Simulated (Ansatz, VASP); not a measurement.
## Two plane-wave programs on LaSiO

```
La Si O
1.0
     3.88685    0.00000    0.00000
     0.00000    3.88685    0.00000
     0.00000    0.00000    8.24970
La Si O
2 2 2
Direct
  0.00000 0.50000 0.84251
  0.50000 0.00000 0.15749
  0.50000 0.00000 0.55133
  0.00000 0.50000 0.44867
  0.00000 0.00000 0.00000
  0.50000 0.50000 0.00000
```

Change from the starting cell: species swapped into the NdClO type (P4/nmm, No. 129).

Alike in both runs: functional PBE; k mesh 10 × 10 × 6; occupations gaussian, width 0.1 eV; no spin polarisation.

Ansatz relaxed the structure, and its values are those at the end. VASP's run is a single point on that final structure, the one shown.

|  | VASP | Ansatz |
| --- | --- | --- |
| version | VASP 6.6.1 | Ansatz 0.2.0 |
| potentials or method | VASP PAW PBE potentials, release 64 (La, Si, O), cutoff 520 eV | scalar-relativistic, plane waves, PAW |
| valence electrons in the cell | 42 | 42 |

|  | VASP | Ansatz | Ansatz less VASP |
| --- | --- | --- | --- |
| gap on the k mesh at the Fermi level (eV) | none | none | - |
| pressure (GPa) | -0.2 | 0.0 | +0.17 |
| rms of the force components (eV/Å) | 0.005 | 0.001 | -0.0035 |

A gap of «none» marks a metal or a gap that the smearing closes. The functional is the same, so the differences come from potentials, cutoffs and numerics.

Spin-orbit coupling is off throughout.
